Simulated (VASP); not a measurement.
Wanted: the native input for a VASP 6.6.1 run.

```yaml
Task: single point
Functional: PBE
Potentials_or_basis: VASP PAW PBE potentials, release 64 (Ga_d, S)
Cutoff: 520 eV
k_mesh: 6 × 6 × 4
Occupations: gaussian, width 0.1 eV
Spin: no spin polarisation
Dipole_correction: no
Further_INCAR_settings: ALGO = Normal; EDIFF = 1e-06; NBANDS = 34
```

The structure of Ga3S2 lies in POSCAR:

```
Ga3S2
1.0
    4.8497389634      0.0000000000      0.0000000000
   -2.4248694817      4.1999971440      0.0000000000
    0.0000000000      0.0000000000      4.9754411847
Ga S
3 2
Direct
    0.3333333333      0.6666666667      0.5000000000
    0.6666666667      0.3333333333      0.5000000000
    0.0000000000      0.0000000000      0.5000000000
    0.3333333333      0.6666666667      0.0000000000
    0.6666666667      0.3333333333      0.0000000000
```

The input as run:

INCAR

```
SYSTEM = Ga3S2
PREC = Accurate
ENCUT = 520
EDIFF = 1E-6
ISMEAR = 0
SIGMA = 0.1
LREAL = .FALSE.
LASPH = .TRUE.
NELM = 100
ALGO = Normal
ISIF = 2
LWAVE = .FALSE.
LCHARG = .FALSE.
GGA = PE
NBANDS = 34
```

KPOINTS

```
regular mesh
0
G
  6 6 4
  0 0 0
```

Potentials or basis: VASP PAW PBE potentials, release 64 (Ga_d, S).

Command:

```sh
$ cat potpaw_PBE.64/Ga_d/POTCAR potpaw_PBE.64/S/POTCAR > POTCAR
$ mpirun -np 1 vasp_std > vasp.out
```

It gave:

```yaml
Pressure: 0.1 GPa
```

It took 34 s on 1 thread of Intel(R) Xeon(R) 6975P-C (Granite Rapids) (shared host), peak memory 0.23 GiB.
